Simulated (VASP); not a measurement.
GeW:

```
Ge W
1.0
     0.00000    2.57761    2.57761
     2.57761    0.00000    2.57761
     2.57761    2.57761    0.00000
Ge W
1 1
Cartesian
  2.5776 2.5776 2.5776
  0.0000 0.0000 0.0000
```

Base run:

- Program: VASP 6.6.1
- Functional: PBE
- Potentials or basis: VASP PAW PBE potentials, release 64 (Ge_d, W_sv)
- Cutoff: 520 eV
- k mesh: 9 × 9 × 9
- Occupations: gaussian, width 0.022 eV
- Spin: no spin polarisation

Its results: band gap on the k mesh zero (bands 14 and 15 overlap by 1.71 eV); pressure 0.4 GPa.

The run is repeated on the same cell with these changes: functional from PBE to r2SCAN; occupations from gaussian, width 0.022 eV to fermi-dirac, width 0.05 eV. What comes out?

Band gap on the k mesh zero (bands 14 and 15 overlap by 1.87 eV); pressure -3.1 GPa.

Caveats: spin-orbit coupling is left out, which moves the levels of the heavy elements; the cell stands under tension (at least some runs); the PAW data sets were made with another functional, which shifts forces and pressure a little (at least some runs).
